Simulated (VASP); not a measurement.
Mg2Si, 3 atoms in the cell. The structure is cubic, space group Fm-3m (No. 225). Conventional cell: a = 6.325 Å, b = 6.325 Å, c = 6.325 Å, α = 90.00°, β = 90.00°, γ = 90.00°. Si (site symmetry m-3m) has 8 Mg at 2.74 Å within 3.6 Å. Mg (site symmetry -43m) has 4 Si at 2.74 Å and 6 Mg at 3.16 Å within 3.6 Å. 

```yaml
Program: VASP 6.6.1
Task: single point
Functional: r2SCAN
Potentials_or_basis: VASP PAW PBE potentials, release 64 (Si, Mg)
Cutoff: 660 eV
k_mesh: 7 × 7 × 7
Occupations: fermi-dirac, width 0.05 eV
Spin: no spin polarisation
Dipole_correction: no
Further_INCAR_settings: ALGO = Normal; EDIFF = 1e-06; NBANDS = 11
```

Potentials or basis: VASP PAW PBE potentials, release 64 (Si, Mg).

Launch:

```bash
$ cat potpaw_PBE.64/Si/POTCAR potpaw_PBE.64/Mg/POTCAR > POTCAR
$ cp INCAR.step1 INCAR
$ mpirun -np 1 vasp_std > vasp.out
$ cp INCAR.step2 INCAR
$ mpirun -np 1 vasp_std > vasp.out
```

Hardware: 1 thread of AMD EPYC 7R13, with other jobs on the host.

How long does it take, and how much memory?

It took 2.8 min on 1 thread of AMD EPYC 7R13, with other jobs on the host, peak memory 0.23 GiB. Counts: k points 20.
